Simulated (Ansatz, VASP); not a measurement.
## Two plane-wave programs on Si

Contents of INCAR:

```
  PREC = Accurate
  ENCUT = 500
  EDIFF = 1E-7
  ISMEAR = 0
  SIGMA = 0.01
  LREAL = False
  LASPH = True
  NELM = 120
  ALGO = Normal
  ISIF = 3
  LWAVE = False
  LCHARG = False
  IBRION = 2
  NSW = 80
  EDIFFG = -0.01
  GGA_COMPAT = False
  NELMIN = 4
```

File KPOINTS:

```
Automatic mesh
0
Gamma
  8 8 8
```

File POSCAR:

```
Si
1.0
    0.0000000000      2.7135600000      2.7135600000
    2.7135600000      0.0000000000      2.7135600000
    2.7135600000      2.7135600000      0.0000000000
Si
2
Direct
    0.7500000000      0.7500000000      0.7500000000
    0.5000000000      0.5000000000      0.5000000000
```

Input for Ansatz:

```yaml
crystal:
  lattice:
    - [0.0, 2.71356, 2.71356]
    - [2.71356, 0.0, 2.71356]
    - [2.71356, 2.71356, 0.0]
  atoms:
    - { symbol: Si, position: [0.75, 0.75, 0.75] }
    - { symbol: Si, position: [0.5, 0.5, 0.5] }
kpoints:
  mp_grid:
    grid: [8, 8, 8]
hamiltonian:
  xc: lda
scf:
  occupations:
    method: fixed
relax:
  cell: {}
```

Alike in both runs: task relaxation of cell and atoms; functional LDA; k mesh 8 × 8 × 8; no spin polarisation.

```csv
,VASP,Ansatz
version,VASP 6.6.1,Ansatz 0.2.0
potentials or method,"VASP PAW LDA potentials, release 64 (Si)","plane waves, PAW"
plane-wave cutoff (eV),500,420
occupations,"gaussian, width 0.01 eV",fixed
valence electrons in the cell,8,8
```

```tsv
	VASP	Ansatz	Ansatz less VASP
relaxed volume (Å³/atom)	19.72	19.71	-0.009
relaxed cell length with the largest relative difference (Å)	3.820	3.820	-0.0006
```

LDA's correlation is that of Perdew and Zunger in VASP and of Perdew and Wang (1992) in Ansatz.
